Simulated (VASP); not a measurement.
Here is a VASP 6.6.1 calculation.

File INCAR:

```
SYSTEM = Nb16N
PREC = Accurate
ENCUT = 520
EDIFF = 1E-7
ISMEAR = 1
SIGMA = 0.1
LREAL = Auto
LASPH = .TRUE.
NELM = 100
ALGO = Normal
ISIF = 2
LWAVE = .FALSE.
LCHARG = .TRUE.
GGA = PE
LELF = .TRUE.
LVHAR = .TRUE.
NBANDS = 120
```

File KPOINTS:

```
Automatic mesh
0
G
  3 3 3
  0 0 0
```

Contents of POSCAR:

```
Nb16N
1.0
    6.6171497900      0.0000000000      0.0000000000
    0.0000000000      6.6171497900      0.0000000000
    0.0000000000      0.0000000000      6.6171497900
Nb N
16 1
Direct
   -0.0034348625     -0.0004306990     -0.0005588509
    0.2501811282      0.2420307913      0.2419240989
    0.0014701194     -0.0004322103      0.4994479655
    0.2501909512      0.2420347205      0.7569698675
    0.0015026107      0.4995644809     -0.0005509925
    0.2501711541      0.7571119227      0.2419245522
    0.0437238100      0.4995688635      0.4994467565
    0.2501811282      0.7571105626      0.7569753079
    0.5038010482     -0.0004349305     -0.0005496324
    0.7501844688      0.2548438608      0.2547093618
    0.4988903236     -0.0004343260      0.4994447919
    0.7501902114      0.2548480922      0.7441741771
    0.4988599480      0.4995718859     -0.0005484234
    0.7501788772      0.7442863100      0.2547080017
    0.4566488739      0.4995741528      0.4994423740
    0.7501850733      0.7442846477      0.7441799198
    0.7501846199      0.4995467996      0.4994388981
```

Potentials or basis: VASP PAW PBE potentials, release 64 (Nb_sv, N).

Launch:

```sh
$ cat potpaw_PBE.64/Nb_sv/POTCAR potpaw_PBE.64/N/POTCAR > POTCAR
$ mpirun -np 1 vasp_std > vasp.out
```

Question: Predict the largest force.

Answer: 0.008 eV/Å.

Question: What does it give for the band gap on the k mesh?

Answer: Zero (an odd number of electrons rules out a gap without spin polarisation).

Stress tensor (GPa, compression positive):
```
10.28  0.00  0.00
 0.00  1.46  0.00
 0.00  0.00  1.46
```
